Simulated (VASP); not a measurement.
The system is Mn.

```
Mn
1.0
     2.25959    0.00000    0.00000
     0.00000    2.25959    0.00000
     0.00000    0.00000    2.25959
Mn
1
Cartesian
  0.0000 0.0000 0.0000
```

Program: VASP 6.6.1. Alike in all runs: task single point; level r2SCAN; potentials or basis VASP PAW PBE potentials, release 64 (Mn_pv); cell as given; cutoff (eV) 520; smearing fermi-dirac 0.1 eV. Hardware: 1 thread of Intel(R) Xeon(R) Platinum 8259CL CPU @ 2.50GHz (Skylake/Cascade Lake) (shared host).

Task: Order these runs on this cell by their wall time, lowest first.
A. spin non-collinear, zero start, SOC; k mesh 14 × 14 × 14
B. spin off; k mesh 16 × 16 × 16
C. spin off; k mesh 23 × 23 × 23

Result: B (55 s), C (120 s), A (260 s).
